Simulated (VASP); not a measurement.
Wanted: the native input for a VASP 6.6.1 run.

```
Task                   : single point
Functional             : PBE
Potentials or basis    : VASP PAW PBE potentials, release 64 (Sn_d, O)
Cutoff                 : 520 eV
k mesh                 : 6 × 6 × 2
Occupations            : gaussian, width 0.01 eV
Spin                   : no spin polarisation
Dipole correction      : no
Further INCAR settings : ALGO = Normal; EDIFF = 1e-06; NBANDS = 35
```

The structure of SnO2 lies in POSCAR:

```
SnO2
1.0
    3.2305756200      0.0000000000      0.0000000000
   -1.6152878100      2.7977605558      0.0000000000
    0.0000000000      0.0000000000     10.7905620000
Sn O
2 4
Direct
    0.0000000000      0.0000000000      0.5000000000
    0.0000000000      0.0000000000      0.0000000000
    0.6666666667      0.3333333333      0.4058620000
    0.3333333333      0.6666666667      0.5941380000
    0.3333333333      0.6666666667      0.9058620000
    0.6666666667      0.3333333333      0.0941380000
```

These files were run (other wordings do the same):

INCAR

```
PREC = Accurate ; ENCUT = 520
EDIFF = 1E-6 ; ISMEAR = 0
SIGMA = 0.01 ; LREAL = F
LASPH = T ; NELM = 100
ALGO = Normal ; ISIF = 2
LWAVE = F ; LCHARG = F
GGA = PE ; NBANDS = 35
```

KPOINTS

```
Automatic mesh
0
Gamma
  6 6 2
```

Potentials or basis: VASP PAW PBE potentials, release 64 (Sn_d, O).

Command:

```bash
$ cat potpaw_PBE.64/Sn_d/POTCAR potpaw_PBE.64/O/POTCAR > POTCAR
$ mpirun -np 1 vasp_std > vasp.out
```

Results of the run:

- Pressure: 0.1 GPa
- Largest force: 0.046 eV/Å
- Band gap on the k mesh: 2.11 eV, indirect (least direct gap 2.48 eV)

Caveat: spin-orbit coupling is left out, which moves the levels of the heavy elements.

It took 92 s on 1 thread of AMD EPYC 7R13, on a shared host, peak memory 0.18 GiB.
